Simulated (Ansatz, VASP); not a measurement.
**Two plane-wave programs on BaS**

```
CELL_PARAMETERS angstrom
0.00000 3.19375 3.19375
3.19375 0.00000 3.19375
3.19375 3.19375 0.00000
ATOMIC_POSITIONS crystal
Ba 0.00000 0.00000 0.00000
S 0.50000 0.50000 0.50000
```

Alike in both runs: task single point; functional r2SCAN; k mesh 6 × 6 × 6; occupations gaussian, width 0.1 eV; no spin polarisation.

|  | VASP | Ansatz |
| --- | --- | --- |
| version | VASP 6.6.1 | Ansatz 0.2.0 |
| potentials or method | VASP PAW PBE potentials, release 64 (Ba_sv, S), cutoff 520 eV | scalar-relativistic, plane waves, PAW |
| valence electrons in the cell | 16 | 16 |

```csv
,VASP,Ansatz,Ansatz less VASP
gap on the k mesh at the Fermi level (eV),2.46,2.55,+0.090
least direct gap on the mesh (eV),2.60,2.66,+0.060
pressure (GPa),1.4,0.8,-0.60
```

VASP's potentials were made for PBE, not for r2SCAN. With one functional, cell and mesh, what is left measures potentials, basis and numerics.

Spin-orbit coupling is off throughout.
